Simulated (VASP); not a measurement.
CdS, 4 atoms in the cell. It takes space group P6_3/mmc (No. 194, hexagonal). Conventional cell: a = 3.763 Å, b = 3.763 Å, c = 6.314 Å, α = 90.00°, β = 90.00°, γ = 120.00°. Within 3.5 Å of Cd (site symmetry -3m) lie 6 S at 2.69 Å and 2 Cd at 3.16 Å. Within 3.5 Å of S (site symmetry -6m2) lie 6 Cd at 2.69 Å. 

| Item | Value |
| --- | --- |
| Program | VASP 6.6.1 |
| Task | single point |
| Functional | r2SCAN |
| Potentials or basis | VASP PAW PBE potentials, release 64 (Cd_sv_GW, S) |
| Cutoff | 700 eV |
| k mesh | 6 × 6 × 4 |
| Occupations | gaussian, width 0.01 eV |
| Spin | no spin polarisation |
| Dipole correction | no |
| Further INCAR settings | ALGO = Normal; EDIFF = 1e-06; NBANDS = 34 |

Potentials or basis: VASP PAW PBE potentials, release 64 (Cd_sv_GW, S).

Run with:

```bash
$ cat potpaw_PBE.64/Cd_sv_GW/POTCAR potpaw_PBE.64/S/POTCAR > POTCAR
$ cp INCAR.step1 INCAR
$ mpirun -np 1 vasp_std > vasp.out
$ cp INCAR.step2 INCAR
$ mpirun -np 1 vasp_std > vasp.out
```

Hardware: 1 thread of Intel(R) Xeon(R) Platinum 8259CL CPU @ 2.50GHz (Skylake/Cascade Lake), with other jobs on the host.

Question: How long does it take, and how much memory?

Answer: Run time: 5.1 min on 1 thread of Intel(R) Xeon(R) Platinum 8259CL CPU @ 2.50GHz (Skylake/Cascade Lake), on a shared host, peak memory 0.29 GiB. Counts: k points 21.
